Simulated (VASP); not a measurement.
ZnSbO:

```
Zn Sb O
1.0
     3.66631    0.00000    0.00000
    -1.83316    3.17512    0.00000
     0.00000    0.00000    3.74243
Zn Sb O
1 1 1
Direct
  0.00000 0.00000 0.00000
  0.66667 0.33333 0.50000
  0.33333 0.66667 0.00000
```

The cell was generated, and may not be a known phase.

| Property | Result |
| --- | --- |
| Program | VASP 6.6.1 |
| Task | relaxation of cell and atoms |
| Functional | PBE |
| Potentials or basis | VASP PAW PBE potentials, release 64 (Zn, Sb, O) |
| Cutoff | 600 eV |
| k mesh | 6 × 6 × 4 |
| Occupations | gaussian, width 0.1 eV |
| Spin | no spin polarisation |

At the start: pressure 14.5 GPa; volume 14.52 Å³/atom.

Problem. Where does the relaxation end?

Solution. Over 15 steps the energy falls by 322.7 meV/atom and the volume is 17.41 Å³/atom (+19.9 %); space group P-6m2 (No. 187, to 0.1 Å) before and after.

Step by step:
| step | energy change (eV) | largest force (eV/Å) | pressure (GPa) | volume (Å³) |
| --- | --- | --- | --- | --- |
| 1 | 0.0000 | 0.0000 | 14.46 | 43.57 |
| 2 | -0.1811 | 0.0000 | -5.17 | 52.36 |
| 3 | -0.2311 | 0.0000 | -0.27 | 49.21 |
| 4 | -0.2635 | 0.0000 | -0.25 | 49.38 |
| 5 | -0.3737 | 0.0000 | -0.06 | 49.74 |
| 6 | -0.7356 | 0.0000 | 0.49 | 49.88 |
| 7 | -0.5908 | 0.0000 | 14.76 | 48.05 |
| 8 | -0.9206 | 0.0000 | 4.12 | 49.44 |
| 9 | -0.9143 | 0.0000 | 6.32 | 49.17 |
| 10 | -0.9258 | 0.0000 | 5.56 | 49.72 |
| 11 | -0.9266 | 0.0000 | 3.58 | 51.25 |
| 12 | -0.9318 | 0.0000 | 4.50 | 50.53 |
| 13 | -0.9452 | 0.0000 | 3.48 | 50.87 |
| 14 | -0.9668 | 0.0000 | 0.70 | 51.91 |
| 15 | -0.9680 | 0.0000 | -0.08 | 52.22 |

Final structure:
```
Zn Sb O
1.0
     3.36030    0.00000    0.00000
    -1.68015    2.91011    0.00000
     0.00000    0.00000    5.33997
Zn Sb O
1 1 1
Direct
  0.00000 0.00000 0.00000
  0.66667 0.33333 0.50000
  0.33333 0.66667 0.00000
```

Caveat: the k points lie up to 0.36 Å⁻¹ apart in the final cell, too coarse for converged energies and pressures of a metal; the volume moved by over 15 % at a fixed basis, so the end points are rough; an odd number of electrons without spin polarisation forces a metal; a magnetic or distorted state may lie lower.
